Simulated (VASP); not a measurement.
# Mg26ScO27 (a cell with a defect) (Periclase) in VASP: a series of runs, part 2 of 2

VASP 6.6.1. The steps go on from the part before.

### 3 Electric field gradients, PBE

Contents of INCAR:

```
SYSTEM = Mg26ScO27
ALGO = Normal
EDIFF = 1E-8
ENCUT = 520
GGA = PE
ISIF = 2
ISMEAR = 1
LASPH = .TRUE.
LCHARG = .FALSE.
LEFG = .TRUE.
LREAL = Auto
LWAVE = .FALSE.
NBANDS = 146
NELECT = 224.0
NELM = 100
PREC = Accurate
SIGMA = 0.005
```

Contents of KPOINTS:

```
k-points
0
G
  3 3 3
  0 0 0
```

Contents of POSCAR:

```
Mg26ScO27
1.0
    0.0000000000      6.3255000000      6.3255000000
    6.3255000000      0.0000000000      6.3255000000
    6.3255000000      6.3255000000      0.0000000000
Sc Mg O
1 26 27
Direct
    0.0000000000      0.0000000000      0.0000000000
    0.0000000000      0.0000000000      0.3333333333
    0.0000000000      0.0000000000      0.6666666667
    0.0000000000      0.3333333333      0.0000000000
    0.0000000000      0.3333333333      0.3333333333
    0.0000000000      0.3333333333      0.6666666667
    0.0000000000      0.6666666667      0.0000000000
    0.0000000000      0.6666666667      0.3333333333
    0.0000000000      0.6666666667      0.6666666667
    0.3333333333      0.0000000000      0.0000000000
    0.3333333333      0.0000000000      0.3333333333
    0.3333333333      0.0000000000      0.6666666667
    0.3333333333      0.3333333333      0.0000000000
    0.3333333333      0.3333333333      0.3333333333
    0.3333333333      0.3333333333      0.6666666667
    0.3333333333      0.6666666667      0.0000000000
    0.3333333333      0.6666666667      0.3333333333
    0.3333333333      0.6666666667      0.6666666667
    0.6666666667      0.0000000000      0.0000000000
    0.6666666667      0.0000000000      0.3333333333
    0.6666666667      0.0000000000      0.6666666667
    0.6666666667      0.3333333333      0.0000000000
    0.6666666667      0.3333333333      0.3333333333
    0.6666666667      0.3333333333      0.6666666667
    0.6666666667      0.6666666667      0.0000000000
    0.6666666667      0.6666666667      0.3333333333
    0.6666666667      0.6666666667      0.6666666667
    0.1666666667      0.1666666667      0.1666666667
    0.1666666667      0.1666666667      0.5000000000
    0.1666666667      0.1666666667      0.8333333333
    0.1666666667      0.5000000000      0.1666666667
    0.1666666667      0.5000000000      0.5000000000
    0.1666666667      0.5000000000      0.8333333333
    0.1666666667      0.8333333333      0.1666666667
    0.1666666667      0.8333333333      0.5000000000
    0.1666666667      0.8333333333      0.8333333333
    0.5000000000      0.1666666667      0.1666666667
    0.5000000000      0.1666666667      0.5000000000
    0.5000000000      0.1666666667      0.8333333333
    0.5000000000      0.5000000000      0.1666666667
    0.5000000000      0.5000000000      0.5000000000
    0.5000000000      0.5000000000      0.8333333333
    0.5000000000      0.8333333333      0.1666666667
    0.5000000000      0.8333333333      0.5000000000
    0.5000000000      0.8333333333      0.8333333333
    0.8333333333      0.1666666667      0.1666666667
    0.8333333333      0.1666666667      0.5000000000
    0.8333333333      0.1666666667      0.8333333333
    0.8333333333      0.5000000000      0.1666666667
    0.8333333333      0.5000000000      0.5000000000
    0.8333333333      0.5000000000      0.8333333333
    0.8333333333      0.8333333333      0.1666666667
    0.8333333333      0.8333333333      0.5000000000
    0.8333333333      0.8333333333      0.8333333333
```

Potentials or basis: VASP PAW PBE potentials, release 64 (Sc_sv, Mg, O).

On the command line:

```
cat potpaw_PBE.64/Sc_sv/POTCAR potpaw_PBE.64/Mg/POTCAR potpaw_PBE.64/O/POTCAR > POTCAR
mpirun -np 1 vasp_std > vasp.out
```

OUTCAR:

```text
SYSTEM = Mg26ScO27
   EDIFF = 1E-8
   ENCUT = 520
   GGA = PE
   ISIF = 2
   ISMEAR = 1
   LASPH = .TRUE.
   LREAL = Auto
   NELECT = 224.0
   NELM = 100
   PREC = Accurate

 ion  position               nearest neighbor table
   1  0.000  0.000  0.000-  30 2.11  34 2.11  36 2.11  46 2.11  48 2.11  52 2.11  10 2.98  12 2.98
                            16 2.98  19 2.98  20 2.98  22 2.98   2 2.98   3 2.98   4 2.98   6 2.98
   2  0.000  0.000  0.333-  34 2.11  46 2.11  35 2.11  28 2.11  47 2.11  53 2.11  17 2.98  20 2.98
                            23 2.98   1 2.98   4 2.98   5 2.98   8 2.98  10 2.98  11 2.98  21 2.98
   3  0.000  0.000  0.667-  36 2.11  48 2.11  29 2.11  47 2.11  35 2.11  54 2.11  19 2.98  21 2.98
                            24 2.98   1 2.98   6 2.98   7 2.98   9 2.98  12 2.98  18 2.98  11 2.98
   4  0.000  0.333  0.000-  30 2.11  46 2.11  33 2.11  28 2.11  49 2.11  51 2.11  15 2.98  22 2.98
                            23 2.98   1 2.98   2 2.98   5 2.98   6 2.98  10 2.98  13 2.98   9 2.98
   5  0.000  0.333  0.333-  28 2.11  47 2.11  49 2.11  29 2.11  31 2.11  50 2.11   2 2.98   4 2.98
                            11 2.98  13 2.98  14 2.98  23 2.98  24 2.98  26 2.98   3 2.98   7 2.98
   6  0.000  0.333  0.667-  29 2.11  30 2.11  48 2.11  51 2.11  50 2.11  32 2.11  24 2.98   1 2.98
                             3 2.98   4 2.98  12 2.98  15 2.98  22 2.98  14 2.98  27 2.98   5 2.98
   7  0.000  0.667  0.000-  36 2.11  52 2.11  31 2.11  49 2.11  33 2.11  54 2.11  19 2.98  25 2.98
                            26 2.98   1 2.98   3 2.98   8 2.98   9 2.98  16 2.98  18 2.98  13 2.98
   8  0.000  0.667  0.333-  31 2.11  34 2.11  52 2.11  53 2.11  32 2.11  50 2.11  26 2.98   1 2.98
                             2 2.98   7 2.98  16 2.98  17 2.98  20 2.98  14 2.98  27 2.98   6 2.98
   9  0.000  0.667  0.667-  54 2.11  35 2.11  33 2.11  51 2.11  53 2.11  32 2.11   3 2.98   7 2.98
[... 938 lines left out ...]
   3       0.761     0.761    -1.523    -0.250     0.000     0.000
   4       0.761    -1.523     0.761     0.000    -0.250     0.000
   5      -0.000     0.000     0.000    -0.076    -0.076     0.076
   6      -1.523     0.761     0.761     0.000     0.000     0.250
[... 46 lines left out ...]
  53      -0.001    -0.001     0.001     2.396    -2.397    -2.397
  54       0.000     0.000     0.000     2.395     2.395     2.395
---------------------------------------------------------------------

 Electric field gradients after diagonalization (V/A^2)
 (convention: |V_zz| > |V_xx| > |V_yy|)
----------------------------------------------------------------------
 ion       V_xx      V_yy      V_zz     asymmetry (V_yy - V_xx)/ V_zz
----------------------------------------------------------------------
   1      -0.000    -0.000     0.001       0.000
   2       1.012     0.511    -1.523       0.329
   3       1.012     0.511    -1.523       0.329
   4       1.012     0.511    -1.523       0.329
   5      -0.076    -0.076     0.153       0.000
   6       1.011     0.511    -1.523       0.329
[... 46 lines left out ...]
  53      -2.397    -2.396     4.794       0.000
  54      -2.395    -2.395     4.790       0.000
----------------------------------------------------------------------

           NMR quadrupolar parameters

 Cq : quadrupolar parameter    Cq=e*Q*V_zz/h
 eta: asymmetry parameters     (V_yy - V_xx)/ V_zz
 Q  : nuclear electric quadrupole moment in mb (millibarn)
----------------------------------------------------------------------
 ion       Cq(MHz)       eta       Q (mb)
----------------------------------------------------------------------
   1       0.000       0.000       1.000
   2      -0.004       0.329       1.000
   3      -0.004       0.329       1.000
   4      -0.004       0.329       1.000
   5       0.000       0.000       1.000
   6      -0.004       0.329       1.000
[... 46 lines left out ...]
  53       0.012       0.000       1.000
  54       0.012       0.000       1.000
----------------------------------------------------------------------
```

Run time: 36 min. Hardware: 1 thread of AMD EPYC 7R13, shared host; peak memory 0.78 GiB.

Results:

```
Free energy   : -333.0109 eV
Largest force : 0.878 eV/Å
```

Forces in eV/Å, atoms in the order of the input:
```
Sc   0.000  0.000  0.000
Mg   0.621  0.621  0.000
Mg  -0.621 -0.621  0.000
Mg   0.621  0.000  0.621
Mg   0.036 -0.036 -0.036
Mg   0.000 -0.621  0.621
Mg  -0.621  0.000 -0.621
Mg   0.000  0.621 -0.621
Mg  -0.036  0.036  0.036
Mg   0.000  0.621  0.621
Mg  -0.036  0.036 -0.036
Mg  -0.621  0.000  0.621
Mg  -0.036 -0.036  0.036
Mg   0.036  0.036  0.036
Mg   0.000  0.000  0.498
Mg  -0.621  0.621  0.000
Mg   0.000  0.498  0.000
Mg  -0.498  0.000  0.000
Mg   0.000 -0.621 -0.621
Mg   0.621  0.000 -0.621
Mg   0.036 -0.036  0.036
Mg   0.621 -0.621  0.000
Mg   0.498  0.000  0.000
Mg   0.000 -0.498  0.000
Mg   0.036  0.036 -0.036
Mg   0.000  0.000 -0.498
Mg  -0.036 -0.036 -0.036
O   -0.192 -0.192 -0.192
O    0.192  0.192 -0.192
O    0.000  0.000 -0.389
O    0.192 -0.192  0.192
O    0.000 -0.045 -0.045
O    0.045  0.000 -0.045
O    0.000 -0.389  0.000
O    0.045 -0.045  0.000
O    0.389  0.000  0.000
O   -0.192  0.192  0.192
O   -0.045  0.000 -0.045
O    0.000  0.045 -0.045
O   -0.045 -0.045  0.000
O    0.000  0.000  0.000
O    0.045  0.045  0.000
O    0.000 -0.045  0.045
O    0.045  0.000  0.045
O    0.192 -0.192 -0.192
O   -0.389  0.000  0.000
O   -0.045  0.045  0.000
O    0.000  0.389  0.000
O   -0.045  0.000  0.045
O    0.000  0.045  0.045
O   -0.192  0.192 -0.192
O    0.000  0.000  0.389
O   -0.192 -0.192  0.192
O    0.192  0.192  0.192
```

Levels at points of the mesh, in eV from the Fermi level:
```
           k point  band 109  band 110  band 111  band 112  band 113  band 114  band 115  band 116
(0.00, 0.00, 0.00)     -0.46     -0.06     -0.06     -0.06      4.45      4.45      4.45      4.62
```

Electric field gradients, principal values (V/Å²):
| atom | least | middle | greatest (by size) |
| --- | --- | --- | --- |
| 1 Sc | 0.000 | 0.000 | 0.001 |
| 2 Mg | 0.511 | 1.012 | -1.523 |
| 3 Mg | 0.511 | 1.012 | -1.523 |
| 4 Mg | 0.511 | 1.012 | -1.523 |
| 5 Mg | -0.076 | -0.076 | 0.153 |
| 6 Mg | 0.511 | 1.011 | -1.523 |
| 7 Mg | 0.511 | 1.012 | -1.523 |
| 8 Mg | 0.511 | 1.011 | -1.523 |
| 9 Mg | -0.076 | -0.076 | 0.153 |
| 10 Mg | 0.511 | 1.012 | -1.523 |
| 11 Mg | -0.076 | -0.076 | 0.153 |
| 12 Mg | 0.511 | 1.011 | -1.523 |
| 13 Mg | -0.076 | -0.076 | 0.153 |
| 14 Mg | -0.076 | -0.076 | 0.153 |
| 15 Mg | -0.866 | -0.866 | 1.732 |
| 16 Mg | 0.511 | 1.011 | -1.523 |
| 17 Mg | -0.866 | -0.866 | 1.732 |
| 18 Mg | -0.866 | -0.866 | 1.732 |
| 19 Mg | 0.511 | 1.012 | -1.523 |
| 20 Mg | 0.511 | 1.011 | -1.523 |
| 21 Mg | -0.076 | -0.076 | 0.153 |
| 22 Mg | 0.511 | 1.011 | -1.523 |
| 23 Mg | -0.866 | -0.866 | 1.732 |
| 24 Mg | -0.866 | -0.866 | 1.732 |
| 25 Mg | -0.076 | -0.076 | 0.153 |
| 26 Mg | -0.866 | -0.866 | 1.732 |
| 27 Mg | -0.076 | -0.076 | 0.153 |
| 28 O | -2.395 | -2.395 | 4.790 |
| 29 O | -2.396 | -2.397 | 4.794 |
| 30 O | 2.369 | 2.371 | -4.740 |
| 31 O | -2.396 | -2.397 | 4.794 |
| 32 O | -2.336 | -3.170 | 5.506 |
| 33 O | -2.333 | -3.168 | 5.502 |
| 34 O | 2.369 | 2.371 | -4.740 |
| 35 O | -2.333 | -3.168 | 5.502 |
| 36 O | 2.369 | 2.371 | -4.740 |
| 37 O | -2.396 | -2.397 | 4.794 |
| 38 O | -2.336 | -3.170 | 5.506 |
| 39 O | -2.333 | -3.168 | 5.502 |
| 40 O | -2.336 | -3.170 | 5.506 |
| 41 O | 0.003 | 0.003 | -0.006 |
| 42 O | -2.336 | -3.170 | 5.506 |
| 43 O | -2.333 | -3.168 | 5.502 |
| 44 O | -2.336 | -3.170 | 5.506 |
| 45 O | -2.396 | -2.397 | 4.794 |
| 46 O | 2.369 | 2.371 | -4.740 |
| 47 O | -2.333 | -3.168 | 5.502 |
| 48 O | 2.369 | 2.371 | -4.740 |
| 49 O | -2.333 | -3.168 | 5.502 |
| 50 O | -2.336 | -3.170 | 5.506 |
| 51 O | -2.396 | -2.397 | 4.794 |
| 52 O | 2.369 | 2.371 | -4.740 |
| 53 O | -2.396 | -2.397 | 4.794 |
| 54 O | -2.395 | -2.395 | 4.790 |

Caveat: the cell carries a net charge on a neutralising background, which shifts energy and pressure; the cell is charged against a uniform background, so pressure and absolute levels hang on convention; without QUAD_EFG the Cq values of the log hold for a quadrupole moment of 1 mb, not for the nuclei.
